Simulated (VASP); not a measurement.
# In: relaxation of the atoms with PBE

The system is In, a slab with vacuum.

```xyz
4
Lattice="3.3355 0.0000 0.0000 -1.6677 2.8886 0.0000 0.0000 0.0000 23.2637" Properties=species:S:1:pos:R:3 pbc="T T T"
In    1.6677    0.9629    7.5000
In    0.0000    1.9257   10.2546
In    1.6677    0.9629   13.0091
In    0.0000    1.9257   15.7637
```

```json
{
 "Program": "VASP 6.6.1",
 "Task": "relaxation of the atoms",
 "Functional": "PBE",
 "Potentials or basis": "VASP PAW PBE potentials, release 64 (In_d)",
 "Cutoff": "520 eV",
 "k mesh": "9 × 9 × 1",
 "Occupations": "fermi-dirac, width 0.05 eV",
 "Spin": "no spin polarisation",
 "Dipole correction": "no",
 "Further INCAR settings": "ALGO = Normal; EDIFF = 1e-06; IBRION = 2; EDIFFG = -0.02; NSW = 80"
}
```

| Property | Result |
| --- | --- |
| Energy gained by relaxing | 3.5 meV/atom |
| Ionic steps | 10 |
| Largest force after relaxing | 0.017 eV/Å |
| Band gap on the k mesh | zero (bands 26 and 27 overlap by 1.97 eV) |

Forces in eV/Å, atoms in the order of the input:
```
In   0.000  0.000  0.007
In   0.000  0.000 -0.017
In   0.000  0.000  0.017
In   0.000  0.000 -0.007
```

Step by step:
```csv
step,energy change (eV),largest force (eV/Å),pressure (GPa)
1,0.0000,0.1132,0.16
2,-0.0019,0.0944,0.17
3,-0.0040,0.0669,0.11
4,-0.0035,0.1233,0.07
5,-0.0046,0.0493,0.09
6,-0.0053,0.0483,0.08
7,-0.0074,0.0486,0.02
8,-0.0112,0.0413,-0.13
9,-0.0136,0.0208,-0.35
10,-0.0138,0.0168,-0.30
```

Final structure:
```yaml
crystal:
  lattice:
    - [3.33548, 0.00000, 0.00000]
    - [-1.66774, 2.88861, 0.00000]
    - [0.00000, 0.00000, 23.26371]
  atoms:
    - { symbol: In, position: [0.66667, 0.33333, 0.31706] }
    - { symbol: In, position: [0.33333, 0.66667, 0.43958] }
    - { symbol: In, position: [0.66667, 0.33333, 0.56042] }
    - { symbol: In, position: [0.33333, 0.66667, 0.68294] }
```

Levels at points of the mesh, in eV from the Fermi level:
| k point | band 22 | band 23 | band 24 | band 25 | band 26 | band 27 | band 28 | band 29 | band 30 | band 31 |
| --- | --- | --- | --- | --- | --- | --- | --- | --- | --- | --- |
| (0.00, 0.00, 0.00) | -8.36 | -7.20 | -5.69 | -2.60 | -0.47 | 1.85 | 3.37 | 3.56 | 5.18 | 5.39 |

Wall time 18 min on 1 thread of Intel(R) Xeon(R) Platinum 8375C CPU @ 2.90GHz (Ice Lake), with other jobs on the host, peak memory 0.39 GiB.

Caveat: there is no dipole correction, which matters where the two faces differ; spin-orbit coupling is left out, which moves the levels of the heavy elements.
